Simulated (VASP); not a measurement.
Crystal: Be3CdTe4.

```
Be Cd Te
1.0
     4.09728   -0.03635   -0.05416
    -0.03635    4.14422   -0.01899
    -0.15843   -0.05556   11.67462
Be Cd Te
3 1 4
Cartesian
  -0.1745 -0.0241 5.7274
  1.9305 1.9174 8.4776
  2.0051 2.0100 3.2374
  4.0189 0.1210 -0.1476
  4.1150 1.9059 7.2023
  2.0864 4.1870 4.4879
  1.7894 -0.1743 9.6459
  4.0520 2.1138 1.9026
```

| Property | Result |
| --- | --- |
| Program | VASP 6.6.1 |
| Task | relaxation of cell and atoms |
| Functional | PBE |
| Potentials or basis | VASP PAW PBE potentials, release 64 (Be, Cd, Te) |
| Cutoff | 600 eV |
| k mesh | 4 × 4 × 1 |
| Occupations | gaussian, width 0.1 eV |
| Spin | no spin polarisation |

At the start: pressure 3.4 GPa; volume 24.77 Å³/atom.

Task: Where does the relaxation end?

Result: Over 20 steps the energy falls by 114.4 meV/atom and the volume is 25.80 Å³/atom (+4.1 %); space group C2 (No. 5, to 0.05 Å).

The path:
```tsv
step	energy change (eV)	largest force (eV/Å)	pressure (GPa)	volume (Å³)
1	0.0000	3.2237	3.42	198.18
2	-0.6900	0.7882	-1.49	213.58
3	-0.6965	0.8324	-1.12	211.70
4	-0.8255	0.4901	-0.33	207.64
5	-0.8651	0.2686	0.57	203.96
6	-0.8838	0.1659	-0.02	206.30
7	-0.8852	0.1541	-0.20	207.10
8	-0.8926	0.1283	-0.07	206.55
9	-0.8967	0.1344	0.14	205.72
10	-0.9020	0.0834	0.00	206.34
11	-0.9038	0.0914	-0.16	207.01
12	-0.9074	0.0897	0.08	206.10
13	-0.9075	0.1005	0.12	205.95
14	-0.9103	0.0709	-0.03	206.61
15	-0.9107	0.0830	-0.13	207.06
16	-0.9128	0.0565	0.00	206.49
17	-0.9132	0.0617	0.09	206.12
18	-0.9146	0.0278	-0.04	206.61
19	-0.9146	0.0308	-0.04	206.64
20	-0.9150	0.0189	0.02	206.36
```

Final structure:
```yaml
crystal:
  lattice:
    - [4.14876, 0.00086, 0.00288]
    - [-0.00011, 4.14972, 0.00118]
    - [0.00291, 0.00298, 11.98653]
  atoms:
    - { symbol: Be, position: [0.00014, 0.99890, 0.50015] }
    - { symbol: Be, position: [0.49660, 0.49834, 0.72940] }
    - { symbol: Be, position: [0.50242, 0.50039, 0.27056] }
    - { symbol: Cd, position: [0.00057, 0.00326, 0.99990] }
    - { symbol: Te, position: [0.99755, 0.49841, 0.61446] }
    - { symbol: Te, position: [0.50087, 0.99999, 0.38557] }
    - { symbol: Te, position: [0.49970, 0.99847, 0.84110] }
    - { symbol: Te, position: [0.00216, 0.50224, 0.15885] }
```

Caveat: the k points lie up to 0.52 Å⁻¹ apart in the final cell.
